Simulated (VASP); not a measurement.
# O (Pm-3m) in VASP: a series of runs

The runs below take O through single point, relaxation of cell and atoms, with PBE.

All numbers are computed with VASP 6.6.1; they aren't measurements. Logs are shortened: lines on timing, memory, paths and dates and some standing lists are left out, and cuts for length are marked.

## (1) The cell of the first run

It takes space group Pm-3m (No. 221, cubic). The conventional cell has a = 2.004 Å, b = 2.004 Å, c = 2.004 Å, α = 90.00°, β = 90.00°, γ = 90.00°. Within 2.7 Å of O (site symmetry m-3m) lie 6 O at 2.00 Å.

## (2) Single point, PBE

INCAR

```
PREC = Accurate
ENCUT = 520
EDIFF = 1E-6
ISMEAR = -1
SIGMA = 0.08
LREAL = F
LASPH = T
NELM = 100
ALGO = Normal
ISIF = 2
LWAVE = F
LCHARG = F
GGA = PE
NBANDS = 9
```

KPOINTS

```
Automatic mesh
0
Gamma
  17 17 17
```

POSCAR

```
O
1.0
    2.0038137981      0.0000000000      0.0000000000
    0.0000000000      2.0038137981      0.0000000000
    0.0000000000      0.0000000000      2.0038137981
O
1
Direct
    0.0000000000      0.0000000000      0.0000000000
```

Potentials or basis: VASP PAW PBE potentials, release 64 (O).

Launch:

```sh
> cat potpaw_PBE.64/O/POTCAR > POTCAR
> mpirun -np 1 vasp_std > vasp.out
```

OUTCAR:

```text
PREC = Accurate
   ENCUT = 520
   EDIFF = 1E-6
   ISMEAR = -1
   LREAL = F
   LASPH = T
   NELM = 100
   ISIF = 2
   GGA = PE

 ion  position               nearest neighbor table
   1  0.000  0.000  0.000-

  LATTYP: Found a simple cubic cell.
 ALAT       =     2.0038137981

  Lattice vectors:

 A1 = (   2.0038137981,   0.0000000000,   0.0000000000)
 A2 = (   0.0000000000,   2.0038137981,   0.0000000000)
 A3 = (   0.0000000000,   0.0000000000,   2.0038137981)

Analysis of symmetry for initial positions (statically):
=====================================================================
 Subroutine PRICEL returns:
 Original cell was already a primitive cell.

 Routine SETGRP: Setting up the symmetry group for a
 simple cubic supercell.

 Subroutine GETGRP returns: Found 48 space group operations
 (whereof 48 operations were pure point group operations)
 out of a pool of 48 trial point group operations.

The static configuration has the point symmetry O_h .

Analysis of symmetry for dynamics (positions and initial velocities):
=====================================================================
 Subroutine PRICEL returns:
 Original cell was already a primitive cell.

 Routine SETGRP: Setting up the symmetry group for a
 simple cubic supercell.

 Subroutine GETGRP returns: Found 48 space group operations
 (whereof 48 operations were pure point group operations)
 out of a pool of 48 trial point group operations.

The dynamic configuration has the point symmetry O_h .

 Subroutine INISYM returns: Found 48 space group operations
 (whereof 48 operations are pure point group operations),
 and found     1 'primitive' translations

----------------------------------------------------------------------------------------

                                     Primitive cell

  volume of cell :       8.0459

  direct lattice vectors                    reciprocal lattice vectors
     2.003813798  0.000000000  0.000000000     0.499048365  0.000000000  0.000000000
     0.000000000  2.003813798  0.000000000     0.000000000  0.499048365  0.000000000
     0.000000000  0.000000000  2.003813798     0.000000000  0.000000000  0.499048365

  length of vectors
     2.003813798  2.003813798  2.003813798     0.499048365  0.499048365  0.499048365

  position of ions in fractional coordinates (direct lattice)
     0.000000000  0.000000000  0.000000000

  ion indices of the primitive-cell ions
   primitive index   ion index
                 1           1

----------------------------------------------------------------------------------------

 KPOINTS: Automatic mesh

Automatic generation of k-mesh.
 Grid dimensions read from file:
 generate k-points for:   17   17   17

 Generating k-lattice:

  Cartesian coordinates                     Fractional coordinates (reciprocal lattice)
     0.029355786  0.000000000  0.000000000     0.058823529  0.000000000  0.000000000
     0.000000000  0.029355786  0.000000000     0.000000000  0.058823529  0.000000000
     0.000000000  0.000000000  0.029355786     0.000000000  0.000000000  0.058823529

  Length of vectors
     0.029355786  0.029355786  0.029355786

  Shift w.r.t. Gamma in fractional coordinates (k-lattice)
     0.000000000  0.000000000  0.000000000

 Subroutine IBZKPT returns following result:
 ===========================================

 Found    165 irreducible k-points:

 Following reciprocal coordinates:
            Coordinates               Weight
  0.000000  0.000000  0.000000      1.000000
  0.058824  0.000000  0.000000      6.000000
  0.117647  0.000000  0.000000      6.000000
  0.176471  0.000000  0.000000      6.000000
  0.235294  0.000000  0.000000      6.000000
  0.294118  0.000000  0.000000      6.000000
[... 16 lines left out ...]
  0.411765  0.117647  0.000000     24.000000
  0.470588  0.117647  0.000000     24.000000
 [... further k-points ...]
   k-points           NKPTS =    165   k-points in BZ     NKDIM =    165   number of bands    NBANDS=      9
   number of dos      NEDOS =    301   number of ions     NIONS =      1
   total plane-waves  NPLWV =   4096
   dimension x,y,z NGX =    16 NGY =   16 NGZ =   16
   dimension x,y,z NGXF=    32 NGYF=   32 NGZF=   32
   ions per type =               1
   NGX,Y,Z   is equivalent  to a cutoff of  13.27, 13.27, 13.27 a.u.
   NGXF,Y,Z  is equivalent  to a cutoff of  26.55, 26.55, 26.55 a.u.
 SYSTEM =  unknown system
   PREC   = accura    normal or accurate (medium, high low for compatibility)
   ISTART =      0    job   : 0-new  1-cont  2-samecut
   ICHARG =      2    charge: 1-file 2-atom 10-const
   ISPIN  =      1    spin polarized calculation?
   LNONCOLLINEAR =      F non collinear calculations
   LSORBIT =      F    spin-orbit coupling
   LASPH  =      T    aspherical Exc in radial PAW
   ENCUT  =  520.0 eV  38.22 Ry    6.18 a.u.   3.73  3.73  3.73*2*pi/ulx,y,z
   NELM   =    100;   NELMIN=  2; NELMDL= -5     # of ELM steps
   EDIFF  = 0.1E-05   stopping-criterion for ELM
   LREAL  =      F    real-space projection
   EDIFFG = 0.1E-04   stopping-criterion for IOM
   NSW    =      0    number of steps for IOM
   IBRION =     -1    ionic relax: 0-MD 1-quasi-New 2-CG
   NFREE  =      0    steps in history (QN), initial steepest desc. (CG)
   ISIF   =      2    stress and relaxation
   ISYM   =      2    0-nonsym 1-usesym 2-fastsym
   POTIM  = 0.5000    time-step for ionic-motion
   TEBEG  =    0.0;   TEEND  =   0.0 temperature during run
   PSTRESS=    0.0 pullay stress
   NELECT =       6.0000    total number of electrons
   NUPDOWN=      -1.0000    fix difference up-down
   EMIN   =  10.00;   EMAX   =-10.00  energy-range for DOS
   EFERMI =   0.00;   METHOD = LEGACY
   ISMEAR =    -1;   SIGMA  =   0.08  broadening in eV -4-tet -1-fermi 0-gaus
   EFERMI_NEDOS =   21; number of points for ismear=-14 and -15
   IALGO  =     38    algorithm
   IMIX   =      4    mixing-type and parameters
     AMIX     =   0.40;   BMIX     =  1.00
     AMIX_MAG =   1.60;   BMIX_MAG =  1.00
  volume/ion in A,a.u.               =       8.05        54.30
  Fermi-wavevector in a.u.,A,eV,Ry     =   1.484572  2.805434 29.986608  2.203954
  Thomas-Fermi vector in A             =   2.598092
   LORBIT       =      0    0 simple, 1 ext, 2 COOP (PROOUT), +10 PAW based schemes
   GGA     = PE    functional components
[... 5 lines left out ...]
 non-spin polarized calculation
  energy-cutoff  :      520.00
  volume of cell :        8.05
 maximum number of plane-waves:       228
 NGX is ok and might be reduce to    16
   NGX =  7   NGY =  7   NGZ =  7

 number of electron       6.0000001 magnetization

 Free energy of the ion-electron system (eV)
  ---------------------------------------------------
  ext. energy  EPLUGINS =         0.00000000
  ---------------------------------------------------
  free energy    TOTEN  =        -3.12280450 eV

  energy without entropy =       -3.10821807  energy(sigma->0) =       -3.11551128

 E-fermi :   2.4048     XC(G=0): -11.8206

 val. band max:        2.4009456032   @ k =   0.1176   0.1176   0.0588
 cond. band min:       2.4464532668   @ k =   0.4706   0.1765   0.1176
 fundamental gap:      0.0455076636
 Fermi energy:         2.4048049555

 k-point     1 :       0.0000    0.0000    0.0000
  band No.  band energies     occupation
      1     -19.6096      2.00000
      2       3.4823      0.00000
      3       3.4823      0.00000
      4       3.4823      0.00000
      5      18.2375      0.00000
      6      29.4282      0.00000
      7      29.4282      0.00000
      8      46.7257      0.00000
      9      46.7257      0.00000

 k-point     2 :       0.0588    0.0000    0.0000
  band No.  band energies     occupation
      1     -19.5300      2.00000
      2       3.1274      0.00024
      3       3.5124      0.00000
      4       3.5124      0.00000
      5      18.3965      0.00000
      6      29.5451      0.00000
      7      29.6114      0.00000
      8      46.4749      0.00000
      9      46.4849      0.00000

 k-point     3 :       0.1176    0.0000    0.0000
  band No.  band energies     occupation
      1     -19.2928      2.00000
      2       2.1570      1.91363
      3       3.5999      0.00000
      4       3.5999      0.00000
      5      18.8279      0.00000
      6      29.8946      0.00000
      7      30.0439      0.00000
      8      45.7762      0.00000
      9      45.7762      0.00000

 k-point     4 :       0.1765    0.0000    0.0000
  band No.  band energies     occupation
      1     -18.9091      2.00000
      2       0.7793      2.00000
      3       3.7351      0.00000
      4       3.7351      0.00000
      5      19.4459      0.00000
      6      30.4302      0.00000
      7      30.4703      0.00000
      8      44.7365      0.00000
      9      44.7365      0.00000
[... 205 lines left out ...]
 k-point    22 :       0.3529    0.1176    0.0000
  band No.  band energies     occupation
      1     -16.8935      2.00000
      2      -3.5250      2.00000
      3       3.1498      0.00018
      4       4.3438      0.00000
      5      21.6973      0.00000
      6      29.5035      0.00000
      7      33.4582      0.00000
      8      39.2017      0.00000
      9      41.6838      0.00000

 k-point    23 :       0.4118    0.1176    0.0000
  band No.  band energies     occupation
      1     -16.3615      2.00000
      2      -4.6098      2.00000
      3       3.3172      0.00002
      4       4.4659      0.00000
      5      22.2344      0.00000
      6      28.7813      0.00000
      7      34.5284      0.00000
      8      38.0544      0.00000
      9      40.9869      0.00000

 k-point    24 :       0.4706    0.1176    0.0000
  band No.  band energies     occupation
      1     -16.0409      2.00000
      2      -5.2151      2.00000
      3       3.4088      0.00001
      4       4.5323      0.00000
      5      22.5636      0.00000
      6      28.3287      0.00000
      7      35.6539      0.00000
      8      36.8886      0.00000
      9      40.6175      0.00000

 [... further k-points ...]

------------------------ aborting loop because EDIFF is reached ----------------------------------------

  FORCE on cell =-STRESS in cart. coord.  units (eV):
  Direction    XX          YY          ZZ          XY          YZ          ZX
  --------------------------------------------------------------------------------------
  -------------------------------------------------------------------------------------
  Total       -0.0945933     -0.0945933     -0.0945933     -0.0000000      0.0000000     -0.0000000
  in kB      -18.8364448    -18.8364448    -18.8364448     -0.0000000      0.0000000     -0.0000000
  external PRESSURE =     -18.8364448 kB  Pullay stress =       0.0000000 kB

 VOLUME and BASIS-vectors are now :
 -----------------------------------------------------------------------------
  energy-cutoff  :      520.00
  volume of cell :        8.05
      direct lattice vectors                 reciprocal lattice vectors
     2.003813798  0.000000000  0.000000000     0.499048365  0.000000000  0.000000000
     0.000000000  2.003813798  0.000000000     0.000000000  0.499048365  0.000000000
     0.000000000  0.000000000  2.003813798     0.000000000  0.000000000  0.499048365

 POSITION                                       TOTAL-FORCE (eV/Angst)
 -----------------------------------------------------------------------------------
      0.00000      0.00000      0.00000         0.000000      0.000000      0.000000
 -----------------------------------------------------------------------------------
    total drift:                               -0.000000      0.000000      0.000000

  FREE ENERGIE OF THE ION-ELECTRON SYSTEM (eV)
  ---------------------------------------------------
  free  energy   TOTEN  =        -3.1228045009 eV

  energy  without entropy=       -3.1082180681  energy(sigma->0) =       -3.11551128
```

Wall time 4.8 s (1 thread of Intel Xeon Platinum 8259CL at 2.50GHz (Skylake/Cascade Lake), shared host); peak memory 0.11 GiB.

What came out:

| Item | Value |
| --- | --- |
| Free energy | -3.1228 eV |
| Pressure | -1.9 GPa |
| Band gap on the k mesh | zero (bands 3 and 4 overlap by 5.48 eV) |

## (3) Single point, PBE

INCAR

```
SYSTEM = O
ALGO = Normal
EDIFF = 1E-6
ENCUT = 520
GGA = PE
ISIF = 2
ISMEAR = -1
LASPH = .True.
LCHARG = .True.
LELF = .True.
LREAL = .False.
LVHAR = .True.
LWAVE = .False.
NBANDS = 9
NELM = 60
PREC = Accurate
SIGMA = 0.08
```

KPOINTS

```
k-points
0
Gamma
  17 17 17
  0 0 0
```

POSCAR

```
O
1.0
    2.0033276369      0.0000000000      0.0000000000
    0.0000000000      2.0033276369      0.0000000000
    0.0000000000      0.0000000000      2.0033276369
O
1
Direct
    0.0000000000      0.0000000000      0.0000000000
```

Potentials or basis: VASP PAW PBE potentials, release 64 (O).

Launch:

```sh
> cat potpaw_PBE.64/O/POTCAR > POTCAR
> mpirun -np 1 vasp_std > vasp.out
```

It took 4.7 s on 1 thread of Intel Xeon Platinum 8259CL at 2.50GHz (Skylake/Cascade Lake), shared host; peak memory 0.11 GiB.

It converged, with:

| Property | Result |
| --- | --- |
| Free energy | -3.1228 eV |
| Pressure | -1.8 GPa |
| Band gap on the k mesh | zero (bands 3 and 4 overlap by 5.48 eV) |

Levels at points of the mesh, in eV from the Fermi level:
```tsv
k point	band 1	band 2	band 3	band 4	band 5	band 6	band 7
(0.00, 0.00, 0.00)	-22.02	1.08	1.08	1.08	15.84	27.03	27.03
```

## (4) Relaxation of cell and atoms, PBE, target pressure -1.5 GPa, at which the enthalpy is minimised

INCAR

```
ALGO = Normal
EDIFF = 1E-7
EDIFFG = -0.005
ENCUT = 600
GGA = PE
IBRION = 2
ISIF = 3
ISMEAR = -1
LASPH = True
LCHARG = False
LREAL = False
LWAVE = False
NELM = 100
NSW = 32
PREC = Accurate
PSTRESS = -15.0
SIGMA = 0.08
```

KPOINTS

```
k-points
0
Gamma
  17 17 17
```

POSCAR

```
O
1.0
    2.0038137982      0.0000000000      0.0000000000
    0.0000000000      2.0038137982      0.0000000000
    0.0000000000      0.0000000000      2.0038137982
O
1
Direct
    0.0000000000      0.0000000000      0.0000000000
```

Launch:

```sh
> cat potpaw_PBE.64/O/POTCAR > POTCAR
> mpirun -np 1 vasp_std > vasp.out
```

It took 7.2 s on 1 thread of Intel Xeon Platinum 8259CL at 2.50GHz (Skylake/Cascade Lake), shared host; peak memory 0.11 GiB.

Results (log left out):

```yaml
Free_energy: -3.1239 eV
Relaxed_volume: 8.02 Å³/atom
Relaxed_cell: a = 2.002 Å, b = 2.002 Å, c = 2.002 Å, α = 90.00°, β = 90.00°, γ = 90.00°
Space_group_after_relaxing_to_0.1_Å: Pm-3m (No. 221)
Energy_change_on_relaxing_the_run_minimises_the_enthalpy: -0.3 meV/atom
Ionic_steps: 3
Pressure_after_relaxing: -1.5 GPa
Band_gap_on_the_k_mesh: zero (bands 3 and 4 overlap by 5.50 eV)
```

Step by step:
```
step  energy change (eV)  largest force (eV/Å)  pressure (GPa)  volume (Å³)
   1              0.0000                0.0000           -2.03         8.05
   2             -0.0003                0.0000           -1.40         8.01
   3             -0.0003                0.0000           -1.50         8.02
```

Final structure:
```
O
1.0
     2.00165    0.00000    0.00000
     0.00000    2.00165    0.00000
     0.00000    0.00000    2.00165
O
1
Direct
  0.00000 0.00000 0.00000
```

Levels at points of the mesh, in eV from the Fermi level:
| k point | band 1 | band 2 | band 3 | band 4 | band 5 | band 6 |
| --- | --- | --- | --- | --- | --- | --- |
| (0.00, 0.00, 0.00) | -22.05 | 1.08 | 1.08 | 1.08 | 15.87 | 27.05 |

Caveat: the cell is relaxed towards a set pressure, so the run minimises the enthalpy, not the energy.

(Continued in part 2 of 2.)

The gap in the log of VASP goes by the Fermi energy; the results here count the filled bands.